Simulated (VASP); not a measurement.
# Si3C (P4/mmm) in VASP: a series of runs, part 2 of 3

VASP 6.6.1.

## Step 3: Single point, PBE

This run uses another cell than the first one, of 14.60 Å³/atom, 1.173 times its volume.

Input file INCAR:

```
ALGO = Normal
EDIFF = 1E-6
ENCUT = 520
GGA = PE
ISIF = 2
ISMEAR = 0
LASPH = True
LCHARG = True
LELF = True
LREAL = False
LVHAR = True
LWAVE = False
NBANDS = 16
NELM = 100
PREC = Accurate
SIGMA = 0.1
```

Input file KPOINTS:

```
k-points
0
Gamma
  6 6 2
```

Input file POSCAR:

```
Si3C
1.0
    2.7434356100      0.0000000000      0.0000000000
    0.0000000000      2.7434356100      0.0000000000
    0.0000000000      0.0000000000      7.7596076900
Si C
3 1
Direct
    0.0000000000      0.0000000000      0.7500000000
    0.5000000000      0.5000000000      0.5000000000
    0.0000000000      0.0000000000      0.2500000000
    0.5000000000      0.5000000000      0.0000000000
```

Potentials or basis: VASP PAW PBE potentials, release 64 (Si, C).

Command:

```
cat potpaw_PBE.64/Si/POTCAR potpaw_PBE.64/C/POTCAR > POTCAR
mpirun -np 1 vasp_std > vasp.out
```

OUTCAR:

```text
EDIFF = 1E-6
   ENCUT = 520
   GGA = PE
   ISIF = 2
   ISMEAR = 0
   LASPH = True
   LREAL = False
   NELM = 100
   PREC = Accurate

 ion  position               nearest neighbor table
   1  0.000  0.000  0.750-   2 2.74   2 2.74   2 2.74   2 2.74
   2  0.500  0.500  0.500-   1 2.74   3 2.74   1 2.74   3 2.74   1 2.74   3 2.74   1 2.74   3 2.74

   3  0.000  0.000  0.250-   2 2.74   2 2.74   2 2.74   2 2.74
   4  0.500  0.500  0.000-

  LATTYP: Found a simple tetragonal cell.
 ALAT       =     2.7434356100
 C/A-ratio  =     2.8284271232

  Lattice vectors:

 A1 = (   2.7434356100,   0.0000000000,   0.0000000000)
 A2 = (   0.0000000000,   2.7434356100,   0.0000000000)
 A3 = (   0.0000000000,   0.0000000000,   7.7596076900)

Analysis of symmetry for initial positions (statically):
=====================================================================
 Subroutine PRICEL returns:
 Original cell was already a primitive cell.

 Routine SETGRP: Setting up the symmetry group for a
 simple tetragonal supercell.

 Subroutine GETGRP returns: Found 16 space group operations
 (whereof 16 operations were pure point group operations)
 out of a pool of 16 trial point group operations.

The static configuration has the point symmetry D_4h.

Analysis of symmetry for dynamics (positions and initial velocities):
=====================================================================
 Subroutine PRICEL returns:
 Original cell was already a primitive cell.

 Routine SETGRP: Setting up the symmetry group for a
 simple tetragonal supercell.

 Subroutine GETGRP returns: Found 16 space group operations
 (whereof 16 operations were pure point group operations)
 out of a pool of 16 trial point group operations.

The dynamic configuration has the point symmetry D_4h.

[... 114 lines left out ...]
   IALGO  =     38    algorithm
   IMIX   =      4    mixing-type and parameters
     AMIX     =   0.40;   BMIX     =  1.00
     AMIX_MAG =   1.60;   BMIX_MAG =  1.00
  volume/ion in A,a.u.               =      14.60        98.53
  Fermi-wavevector in a.u.,A,eV,Ry     =   1.063257  2.009265 15.381606  1.130516
  Thomas-Fermi vector in A             =   2.198736
   LORBIT       =      0    0 simple, 1 ext, 2 COOP (PROOUT), +10 PAW based schemes
   GGA     = PE    functional components
   LHFCALC =     F    Hartree Fock is set to
   AEXX    =    0.0000 exact exchange contribution
   IVDW    =     0    specifies the selected vdW correction
   LEPSILON=     F    determine dielectric tensor
   LRPA    =     F    only Hartree local field effects (RPA)
 non-spin polarized calculation
 Gauss-broadening in eV      SIGMA  =   0.10
  energy-cutoff  :      520.00
  volume of cell :       58.40
 maximum number of plane-waves:      1592
   NGX = 11   NGY = 11   NGZ = 29

 number of electron      15.9999998 magnetization

 Free energy of the ion-electron system (eV)
  ---------------------------------------------------
  ext. energy  EPLUGINS =         0.00000000
  ---------------------------------------------------
  free energy    TOTEN  =       -18.96287464 eV

  energy without entropy =      -18.95358774  energy(sigma->0) =      -18.95823119

 E-fermi :   7.8241     XC(G=0): -10.7954

 val. band max:        7.7062554044   @ k =   0.5000   0.3333   0.0000
 cond. band min:       7.8443288801   @ k =   0.3333   0.3333   0.0000
 fundamental gap:      0.1380734758
 Fermi energy:         7.8240661064

 k-point     1 :       0.0000    0.0000    0.0000
  band No.  band energies     occupation
      1      -6.0315      2.00000
      2      -3.7960      2.00000
      3      -3.5140      2.00000
      4       2.7940      2.00000
      5       3.2595      2.00000
      6       9.4798      0.00000
[... 357 lines left out ...]
      3       3.3260      2.00000
      4       4.0553      2.00000
      5       4.0653      2.00000
      6       4.0763      2.00000
[... 8 lines left out ...]
     15       9.3448      0.00000
     16      10.1559      0.00000

------------------------ aborting loop because EDIFF is reached ----------------------------------------

  FORCE on cell =-STRESS in cart. coord.  units (eV):
  Direction    XX          YY          ZZ          XY          YZ          ZX
  --------------------------------------------------------------------------------------
  -------------------------------------------------------------------------------------
  Total       -2.5458526     -2.5458526     -6.5335773      0.0000000     -0.0000000     -0.0000000
  in kB      -69.8416571    -69.8416571   -179.2389161      0.0000000     -0.0000000     -0.0000000
  external PRESSURE =    -106.3074101 kB  Pullay stress =       0.0000000 kB

 VOLUME and BASIS-vectors are now :
 -----------------------------------------------------------------------------
  energy-cutoff  :      520.00
  volume of cell :       58.40
      direct lattice vectors                 reciprocal lattice vectors
     2.743435610  0.000000000  0.000000000     0.364506459  0.000000000  0.000000000
     0.000000000  2.743435610  0.000000000     0.000000000  0.364506459  0.000000000
     0.000000000  0.000000000  7.759607690     0.000000000  0.000000000  0.128872495

 POSITION                                       TOTAL-FORCE (eV/Angst)
 -----------------------------------------------------------------------------------
      0.00000      0.00000      5.81971        -0.000000     -0.000000      1.034156
      1.37172      1.37172      3.87980        -0.000000      0.000000      0.000000
      0.00000      0.00000      1.93990         0.000000      0.000000     -1.034156
      1.37172      1.37172      0.00000        -0.000000      0.000000      0.000000
 -----------------------------------------------------------------------------------
    total drift:                                0.000000     -0.000000     -0.000000

  FREE ENERGIE OF THE ION-ELECTRON SYSTEM (eV)
  ---------------------------------------------------
  free  energy   TOTEN  =       -18.9628746419 eV

  energy  without entropy=      -18.9535877365  energy(sigma->0) =      -18.95823119
```

It took 10 s on 1 thread of AMD EPYC 7R13 (Zen 3), shared host; peak memory 0.13 GiB.

What came out:

| Item | Value |
| --- | --- |
| Free energy | -18.9629 eV |
| Pressure | -10.6 GPa |
| Largest force | 1.034 eV/Å |
| Band gap on the k mesh | zero (band 8 reaches 11.21 eV, above the bottom of band 9 at 5.48 eV) |

Forces in eV/Å, atoms in the order of the input:
```
Si   0.000  0.000  1.034
Si   0.000  0.000  0.000
Si   0.000  0.000 -1.034
C    0.000  0.000  0.000
```

Stress tensor (GPa, compression positive):
```
 -6.98   0.00   0.00
  0.00  -6.98   0.00
  0.00   0.00 -17.92
```

Levels at points of the mesh, in eV from the Fermi level:
```
           k point  band 4  band 5  band 6  band 7  band 8  band 9  band 10  band 11  band 12  band 13
(0.00, 0.00, 0.00)   -5.03   -4.56    1.66    1.66    3.39    4.16     4.16     4.23     5.18     5.94
(0.50, 0.00, 0.00)   -7.00   -6.27   -5.66   -0.98   -0.58    0.05     0.50     2.66     5.95     7.33
(0.50, 0.50, 0.00)   -3.91   -3.56   -2.53   -2.53   -2.36   -2.35    -2.35    -1.42     0.23     1.66
(0.00, 0.00, 0.50)   -8.04   -0.62   -0.13    1.68    1.68    3.93     3.93     5.24     6.25     6.49
(0.50, 0.00, 0.50)   -7.79   -4.97   -3.64   -3.60   -3.28    2.59     2.66     3.74     3.99     5.66
(0.50, 0.50, 0.50)   -3.77   -3.76   -3.75   -3.75   -2.78   -0.42    -0.42    -0.25     0.21     0.90
```

Caveat: the k points lie up to 0.40 Å⁻¹ apart; forces of over 1 eV/Å act on the atoms, so gaps and moduli don't describe the material at rest.

## Step 4: Single point, PBE

This run uses another cell than the first one, of 12.49 Å³/atom, 1.003 times its volume.

Input file INCAR:

```
SYSTEM = Si3C
ALGO = Normal
EDIFF = 1E-6
ENCUT = 520
GGA = PE
ISIF = 2
ISMEAR = 0
LASPH = .TRUE.
LCHARG = .FALSE.
LREAL = .FALSE.
LWAVE = .FALSE.
NBANDS = 16
NELM = 80
PREC = Accurate
SIGMA = 0.1
```

Input file KPOINTS:

```
k-points
0
G
  6 6 4
  0 0 0
```

Input file POSCAR:

```
Si3C
1.0
    2.6511745210      0.0000000000      0.0000000000
    0.0000000000      2.6511745210      0.0000000000
    0.0000000000      0.0000000000      7.1068134602
Si C
3 1
Direct
    0.0000000000      0.0000000000      0.8318094066
    0.5000000000      0.5000000000      0.5000000000
    0.0000000000      0.0000000000      0.1681905934
    0.5000000000      0.5000000000      0.0000000000
```

Command:

```
cat potpaw_PBE.64/Si/POTCAR potpaw_PBE.64/C/POTCAR > POTCAR
mpirun -np 1 vasp_std > vasp.out
```

Run time: 13 s. Hardware: 1 thread of AMD EPYC 7R13 (Zen 3), shared host; peak memory 0.13 GiB.

Results (log left out):

| Item | Value |
| --- | --- |
| Free energy | -21.0711 eV |
| Pressure | 0.0 GPa |
| Largest force | 0.016 eV/Å |
| Band gap on the k mesh | zero (band 8 reaches 12.65 eV, above the bottom of band 9 at 7.96 eV) |

Forces on the atoms (eV/Å):
```
Si   0.000  0.000  0.016
Si   0.000  0.000  0.000
Si   0.000  0.000 -0.016
C    0.000  0.000  0.000
```

Stress tensor (GPa, compression positive):
```
 0.11  0.00  0.00
 0.00  0.11  0.00
 0.00  0.00 -0.07
```

Levels at points of the mesh, in eV from the Fermi level:
```csv
k point,band 5,band 6,band 7,band 8,band 9,band 10,band 11,band 12
"(0.00, 0.00, 0.00)",-3.91,-1.07,-1.07,2.83,5.07,5.18,6.61,6.61
"(0.50, 0.00, 0.00)",-6.32,-6.31,-0.35,0.40,0.93,1.08,2.46,6.96
"(0.50, 0.50, 0.00)",-2.95,-2.43,-2.43,-2.18,-1.86,-1.86,-0.90,-0.36
"(0.00, 0.00, 0.50)",-1.06,-1.06,0.52,2.05,3.17,5.41,6.01,6.01
"(0.50, 0.00, 0.50)",-5.27,-3.27,-3.18,-2.90,0.93,4.65,5.35,6.45
"(0.50, 0.50, 0.50)",-3.47,-3.27,-3.27,-1.81,-1.18,0.16,0.16,1.44
```

Caveat: the k points lie up to 0.39 Å⁻¹ apart.

## Step 5: Relaxation of cell and atoms, PBE

This run uses another cell than the first one, of 14.60 Å³/atom, 1.173 times its volume.

Input file INCAR:

```
PREC = Accurate
ENCUT = 600
EDIFF = 1E-7
ISMEAR = 0
SIGMA = 0.1
LREAL = False
LASPH = True
NELM = 80
ALGO = Normal
ISIF = 3
LWAVE = False
LCHARG = False
GGA = PE
IBRION = 2
NSW = 90
EDIFFG = -0.04
```

Input file KPOINTS:

```
Automatic mesh
0
Gamma
  6 6 2
```

Input file POSCAR:

```
Si3C
1.0
    2.7434356100      0.0000000000      0.0000000000
    0.0000000000      2.7434356100      0.0000000000
    0.0000000000      0.0000000000      7.7596076900
Si C
3 1
Direct
    0.0000000000      0.0000000000      0.7500000000
    0.5000000000      0.5000000000      0.5000000000
    0.0000000000      0.0000000000      0.2500000000
    0.5000000000      0.5000000000      0.0000000000
```

Command:

```
cat potpaw_PBE.64/Si/POTCAR potpaw_PBE.64/C/POTCAR > POTCAR
mpirun -np 1 vasp_std > vasp.out
```

It took 2.9 min on 1 thread of AMD EPYC 7R13 (Zen 3), shared host; peak memory 0.16 GiB.

The run converged. Its results:

* Free energy: -20.8840 eV
* Relaxed volume: 11.69 Å³/atom
* Relaxed cell: a = 2.839 Å, b = 2.839 Å, c = 5.803 Å, α = 90.00°, β = 90.00°, γ = 90.00°
* Space group after relaxing (to 0.05 Å): P4/mmm (No. 123)
* Energy gained by relaxing: 480.3 meV/atom
* Ionic steps: 20
* Pressure after relaxing: -0.2 GPa
* Largest force after relaxing: 0.026 eV/Å

Forces in eV/Å, atoms in the order of the input:
```
Si   0.000  0.000 -0.026
Si   0.000  0.000  0.000
Si   0.000  0.000  0.026
C    0.000  0.000  0.000
```

Stress tensor (GPa, compression positive):
```
-0.29  0.00  0.00
 0.00 -0.29  0.00
 0.00  0.00  0.11
```

The path:
```tsv
step	energy change (eV)	largest force (eV/Å)	pressure (GPa)	volume (Å³)
1	0.0000	1.0340	-10.64	58.40
2	-0.6308	1.4561	-3.20	50.54
3	-0.8013	2.3119	12.14	43.67
4	-1.0826	2.1021	13.96	42.20
5	-0.9601	1.8379	41.40	37.81
6	-1.1328	1.7736	20.08	40.94
7	-1.2230	1.4379	23.76	40.07
8	-1.2309	0.6344	30.61	38.95
9	-1.5998	1.7639	18.81	41.66
10	-1.5998	1.7836	18.74	41.69
11	-1.8727	0.4529	5.22	44.49
12	-1.9032	0.2494	0.47	46.12
13	-1.9037	0.1707	0.99	45.93
14	-1.9106	0.0348	0.64	46.18
15	-1.9138	0.2092	0.21	46.43
16	-1.9139	0.2304	0.15	46.47
17	-1.9164	0.1932	-0.12	46.61
18	-1.9196	0.1025	-0.67	46.94
19	-1.9198	0.0662	-0.83	47.05
20	-1.9211	0.0262	-0.16	46.76
```

Final structure:
```
Si C
1.0
     2.83861    0.00000    0.00000
     0.00000    2.83861    0.00000
     0.00000    0.00000    5.80328
Si C
3 1
Direct
  0.00000 0.00000 0.79739
  0.50000 0.50000 0.50000
  0.00000 0.00000 0.20261
  0.50000 0.50000 0.00000
```

Levels at points of the mesh, in eV from the Fermi level:
```csv
k point,band 5,band 6,band 7,band 8,band 9,band 10
"(0.00, 0.00, 0.00)",-1.80,-1.23,-0.24,1.89,3.24,3.24
"(0.50, 0.00, 0.00)",-7.26,-6.60,0.18,1.52,4.08,4.60
"(0.50, 0.50, 0.00)",-3.86,-3.68,-3.54,-3.54,-2.69,-2.46
"(0.00, 0.00, 0.50)",-1.71,-1.71,0.15,2.24,2.24,3.73
"(0.50, 0.00, 0.50)",-3.13,-2.98,-2.87,-0.76,0.21,4.74
"(0.50, 0.50, 0.50)",-5.52,-5.35,-5.35,-4.70,-0.29,1.07
```

Caveat: the k points lie up to 0.54 Å⁻¹ apart in the final cell; the volume moved by over 15 % at a fixed basis, so the end points are rough; the bands computed are all filled at some k points, so no gap is given.

(Part 2 of 3 ends here.)
